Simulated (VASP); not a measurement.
Wanted: the native input for a VASP 6.6.1 run.

* Task: single point
* Functional: PBE
* Potentials or basis: VASP PAW PBE potentials, release 64 (V_sv)
* Cutoff: 520 eV
* k mesh: 18 × 18 × 5
* Occupations: gaussian, width 0.1 eV
* Spin: no spin polarisation
* Dipole correction: no
* Further INCAR settings: ALGO = Fast; EDIFF = 1e-06; NBANDS = 34

The structure of V lies in POSCAR:

```
V
1.0
    2.6371003445      0.0000000000      0.0000000000
   -1.3185501723      2.2837958907      0.0000000000
    0.0000000000      0.0000000000      9.2004798656
V
4
Direct
    0.0000000000      0.0000000000      0.0000000000
    0.3333333333      0.6666666667      0.2500000000
    0.0000000000      0.0000000000      0.5000000000
    0.6666666667      0.3333333333      0.7500000000
```

This isn't the form of V at room conditions, which is bcc.

The input as run:

INCAR

```
SYSTEM = V
PREC = Accurate
ENCUT = 520
EDIFF = 1E-6
ISMEAR = 0
SIGMA = 0.1
LREAL = .FALSE.
LASPH = .TRUE.
NELM = 60
ALGO = Fast
ISIF = 2
LWAVE = .FALSE.
LCHARG = .TRUE.
GGA = PE
LELF = .TRUE.
LVHAR = .TRUE.
NBANDS = 34
```

KPOINTS

```
regular mesh
0
G
  18 18 5
  0 0 0
```

Potentials or basis: VASP PAW PBE potentials, release 64 (V_sv).

The run is started by

```bash
$ cat potpaw_PBE.64/V_sv/POTCAR > POTCAR
$ mpirun -np 1 vasp_std > vasp.out
```

It gave:

The pressure is 0.2 GPa and the band gap on the k mesh is zero (bands 26 and 27 overlap by 0.96 eV).

It took 3 min on 1 thread of Intel(R) Xeon(R) Platinum 8375C CPU @ 2.90GHz (Ice Lake), on a shared host, peak memory 0.27 GiB.
